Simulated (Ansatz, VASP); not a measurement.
**AlGaN2: VASP beside Ansatz**

```
CELL_PARAMETERS angstrom
3.14088 0.00000 0.00000
0.00000 3.14088 0.00000
0.00000 0.00000 4.35748
ATOMIC_POSITIONS crystal
Al 0.50000 0.50000 0.50000
Ga 0.00000 0.00000 0.00000
N 0.50000 0.00000 0.73826
N 0.00000 0.50000 0.26174
```

Change from the starting cell: strain +0.000 along x and y, -0.015 along z, atoms carried along.

Alike in both runs: task single point; functional LDA; k mesh 8 × 8 × 6; occupations gaussian, width 0.05 eV; no spin polarisation.

|  | VASP | Ansatz |
| --- | --- | --- |
| version | VASP 6.6.1 | Ansatz 0.2.0 |
| potentials or method | VASP PAW LDA potentials, release 64 (Al, Ga_d, N), cutoff 520 eV | scalar-relativistic, plane waves, PAW |
| valence electrons in the cell | 26 | 26 |

|  | VASP | Ansatz | Ansatz less VASP |
| --- | --- | --- | --- |
| gap on the k mesh at the Fermi level (eV) | 3.00 | 2.99 | -0.012 |
| least direct gap on the mesh (eV) | 3.00 | 2.99 | -0.012 |
| pressure (GPa) | -1.3 | -2.1 | -0.84 |
| traceless stress, the component that is largest in VASP (GPa) | 1.12 | 1.13 | +0.002 |
| rms of the force components (eV/Å) | 0.058 | 0.069 | +0.0112 |

LDA's correlation is that of Perdew and Zunger in VASP and of Perdew and Wang (1992) in Ansatz. Atom by atom the forces differ by 0.011 eV/Å (rms over components).
